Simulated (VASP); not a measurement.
# CoSi2 (MoSi2 type) (I4/mmm) in VASP: single point with PBE

Aim: the single point of CoSi2 (MoSi2 type) with PBE.

Program: VASP 6.6.1. These are calculated values, not measurements. Logs are shortened: lines on timing, memory, paths and dates and some standing lists are left out, and cuts for length are marked.

## (1) The cell of the first run

The structure is tetragonal, space group I4/mmm (No. 139). Conventional cell: a = 2.813 Å, b = 2.813 Å, c = 6.572 Å, α = 90.00°, β = 90.00°, γ = 90.00°. Within 2.9 Å of Co (site symmetry 4/mmm) lie 10 Si at 2.20 to 2.26 Å and 4 Co at 2.81 Å. Within 2.9 Å of Si (site symmetry 4mm) lie 9 Si at 2.16 to 2.81 Å and 5 Co at 2.20 to 2.26 Å.

## (2) Single point, PBE

INCAR

```
SYSTEM = CoSi2
ALGO     = Normal         ! electronic algorithm
EDIFF    = 1E-6           ! SCF threshold, eV
ENCUT    = 690            ! plane-wave cutoff, eV
GGA      = PE             ! functional
GGA_COMPAT= .FALSE.      
ISIF     = 2              ! what is computed and relaxed
ISMEAR   = -1             ! smearing method
LASPH    = .TRUE.         ! aspherical terms in the spheres
LCHARG   = .FALSE.        ! write CHGCAR
LREAL    = .FALSE.        ! projectors in reciprocal space
LWAVE    = .FALSE.        ! write WAVECAR
NBANDS   = 20             ! bands
NELM     = 120            ! most SCF steps
PREC     = Accurate       ! precision mode
SIGMA    = 0.05           ! smearing width, eV
```

KPOINTS

```
k-points
0
G
  14 14 14
  0 0 0
```

POSCAR

```
CoSi2
1.0
   -1.4062657121      1.4062657121      3.2861767041
    1.4062657121     -1.4062657121      3.2861767041
    1.4062657121      1.4062657121     -3.2861767041
Co Si
1 2
Direct
    0.0000000000      0.0000000000      0.0000000000
    0.3354040956      0.3354040956      0.0000000000
   -0.3354040956     -0.3354040956      0.0000000000
```

Potentials or basis: VASP PAW PBE potentials, release 64 (Co_sv, Si).

Launch:

```console
> cat potpaw_PBE.64/Co_sv/POTCAR potpaw_PBE.64/Si/POTCAR > POTCAR
> mpirun -np 1 vasp_std > vasp.out
```

OUTCAR:

```text
SYSTEM = CoSi2
   EDIFF = 1E-6
   ENCUT = 690
   GGA = PE
   ISIF = 2
   ISMEAR = -1
   LASPH = .TRUE.
   LREAL = .FALSE.
   NELM = 120
   PREC = Accurate

 ion  position               nearest neighbor table
   1  0.000  0.000  0.000-   2 2.20   3 2.20   3 2.26   2 2.26   3 2.26   3 2.26   3 2.26   2 2.26
                             2 2.26   2 2.26
   2  0.335  0.335  0.000-   3 2.16   1 2.20   1 2.26   1 2.26   1 2.26   1 2.26   3 2.28   3 2.28
                             3 2.28   3 2.28
   3  0.665  0.665  0.000-   2 2.16   1 2.20   1 2.26   1 2.26   1 2.26   1 2.26   2 2.28   2 2.28
                             2 2.28   2 2.28

  LATTYP: Found a body centered tetragonal cell.
 ALAT       =     2.8125314242
 C/A-ratio  =     2.3368106581

  Lattice vectors:

 A1 = (  -1.4062657121,   1.4062657121,   3.2861767041)
 A2 = (   1.4062657121,  -1.4062657121,   3.2861767041)
 A3 = (   1.4062657121,   1.4062657121,  -3.2861767041)

Analysis of symmetry for initial positions (statically):
=====================================================================
 Subroutine PRICEL returns:
 Original cell was already a primitive cell.

 Routine SETGRP: Setting up the symmetry group for a
 body centered tetragonal supercell.

 Subroutine GETGRP returns: Found 16 space group operations
 (whereof 16 operations were pure point group operations)
 out of a pool of 16 trial point group operations.

The static configuration has the point symmetry D_4h.

Analysis of symmetry for dynamics (positions and initial velocities):
=====================================================================
 Subroutine PRICEL returns:
 Original cell was already a primitive cell.

 Routine SETGRP: Setting up the symmetry group for a
 body centered tetragonal supercell.

 Subroutine GETGRP returns: Found 16 space group operations
 (whereof 16 operations were pure point group operations)
 out of a pool of 16 trial point group operations.

The dynamic configuration has the point symmetry D_4h.

 Subroutine INISYM returns: Found 16 space group operations
 (whereof 16 operations are pure point group operations),
 and found     1 'primitive' translations

----------------------------------------------------------------------------------------

                                     Primitive cell

[... 88 lines left out ...]
   LSORBIT =      F    spin-orbit coupling
   LASPH  =      T    aspherical Exc in radial PAW
   ENCUT  =  690.0 eV  50.71 Ry    7.12 a.u.   8.23  8.23  8.23*2*pi/ulx,y,z
   NELM   =    120;   NELMIN=  2; NELMDL= -5     # of ELM steps
   EDIFF  = 0.1E-05   stopping-criterion for ELM
   LREAL  =      F    real-space projection
   EDIFFG = 0.1E-04   stopping-criterion for IOM
   NSW    =      0    number of steps for IOM
   IBRION =     -1    ionic relax: 0-MD 1-quasi-New 2-CG
   NFREE  =      0    steps in history (QN), initial steepest desc. (CG)
   ISIF   =      2    stress and relaxation
   ISYM   =      2    0-nonsym 1-usesym 2-fastsym
   POTIM  = 0.5000    time-step for ionic-motion
   TEBEG  =    0.0;   TEEND  =   0.0 temperature during run
   PSTRESS=    0.0 pullay stress
   NELECT =      25.0000    total number of electrons
   NUPDOWN=      -1.0000    fix difference up-down
   EMIN   =  10.00;   EMAX   =-10.00  energy-range for DOS
   EFERMI =   0.00;   METHOD = LEGACY
   ISMEAR =    -1;   SIGMA  =   0.05  broadening in eV -4-tet -1-fermi 0-gaus
   EFERMI_NEDOS =   21; number of points for ismear=-14 and -15
   IALGO  =     38    algorithm
   IMIX   =      4    mixing-type and parameters
     AMIX     =   0.40;   BMIX     =  1.00
     AMIX_MAG =   1.60;   BMIX_MAG =  1.00
  volume/ion in A,a.u.               =       8.66        58.47
  Fermi-wavevector in a.u.,A,eV,Ry     =   1.615944  3.053691 35.528548  2.611275
  Thomas-Fermi vector in A             =   2.710610
   LORBIT       =      0    0 simple, 1 ext, 2 COOP (PROOUT), +10 PAW based schemes
   GGA     = PE    functional components
   LHFCALC =     F    Hartree Fock is set to
   AEXX    =    0.0000 exact exchange contribution
   IVDW    =     0    specifies the selected vdW correction
   LEPSILON=     F    determine dielectric tensor
   LRPA    =     F    only Hartree local field effects (RPA)
 non-spin polarized calculation
  energy-cutoff  :      690.00
  volume of cell :       25.99
 maximum number of plane-waves:      1087
 NGX is ok and might be reduce to    36
   NGX = 17   NGY = 17   NGZ = 17

 number of electron      24.9999996 magnetization

 Free energy of the ion-electron system (eV)
  ---------------------------------------------------
  ext. energy  EPLUGINS =         0.00000000
  ---------------------------------------------------
  free energy    TOTEN  =       -15.59608407 eV

  energy without entropy =      -15.58666440  energy(sigma->0) =      -15.59137424

 E-fermi :  18.4342     XC(G=0): -14.0291

 val. band max:       18.4310909525   @ k =  -0.2857   0.2857   0.0000
 cond. band min:      18.4447166662   @ k =   0.5000   0.5000   0.0714
 fundamental gap:      0.0136257137
 Fermi energy:        18.4341837252

 k-point     1 :       0.0000    0.0000    0.0000
  band No.  band energies     occupation
      1     -77.7878      2.00000
      2     -41.3028      2.00000
      3     -41.0588      2.00000
      4     -41.0588      2.00000
      5       0.2072      2.00000
      6       9.9026      2.00000
[... 541 lines left out ...]
     19      29.5737      0.00000
     20      30.8821      0.00000

 [... further k-points ...]

------------------------ aborting loop because EDIFF is reached ----------------------------------------

  FORCE on cell =-STRESS in cart. coord.  units (eV):
  Direction    XX          YY          ZZ          XY          YZ          ZX
  --------------------------------------------------------------------------------------
  -------------------------------------------------------------------------------------
  Total       18.6536764     18.6536764     18.6932355      0.0000000      0.0000000      0.0000000
  in kB     1149.7127346   1149.7127346   1152.1509468      0.0000000      0.0000000      0.0000000
  external PRESSURE =    1150.5254720 kB  Pullay stress =       0.0000000 kB

 VOLUME and BASIS-vectors are now :
 -----------------------------------------------------------------------------
  energy-cutoff  :      690.00
  volume of cell :       25.99
      direct lattice vectors                 reciprocal lattice vectors
    -1.406265712  1.406265712  3.286176704     0.000000000  0.355551583  0.152152500
     1.406265712 -1.406265712  3.286176704     0.355551583  0.000000000  0.152152500
     1.406265712  1.406265712 -3.286176704     0.355551583  0.355551583  0.000000000

 POSITION                                       TOTAL-FORCE (eV/Angst)
 -----------------------------------------------------------------------------------
      0.00000      0.00000      0.00000        -0.000000     -0.000000      0.000000
      0.00000      0.00000      2.20439         0.000000      0.000000      0.004643
      0.00000      0.00000      4.36796        -0.000000     -0.000000     -0.004643
 -----------------------------------------------------------------------------------
    total drift:                                0.000000     -0.000000      0.000000

  FREE ENERGIE OF THE ION-ELECTRON SYSTEM (eV)
  ---------------------------------------------------
  free  energy   TOTEN  =       -15.5960840729 eV

  energy  without entropy=      -15.5866643981  energy(sigma->0) =      -15.59137424
```

stdout:

```text
POSCAR found type information on POSCAR CoSi
 POSCAR found :  2 types and       3 ions
 scaLAPACK will be used
 LDA part: xc-table for (Slater+PW92), standard interpolation
 POSCAR, INCAR and KPOINTS ok, starting setup
 FFT: planning ... GRIDC
 FFT: planning ... GRID_SOFT
 FFT: planning ... GRID
 WAVECAR not read
 entering main loop
```

Run time: 2 min. Hardware: 1 thread of Intel Xeon 6975P-C (Granite Rapids), shared host; peak memory 0.33 GiB.

Results:

* Free energy: -15.5961 eV
* Pressure: 115.1 GPa
* Largest force: 0.005 eV/Å
* Band gap on the k mesh: zero (an odd number of electrons rules out a gap without spin polarisation)

Forces on the atoms (eV/Å):
```
Co   0.000  0.000  0.000
Si   0.000  0.000  0.005
Si   0.000  0.000 -0.005
```

Caveat: the cell stands under pressure; an odd number of electrons without spin polarisation forces a metal; a magnetic or distorted state may lie lower. Spin polarisation is off, so any magnetic state and its effect on volume and gap are missing.
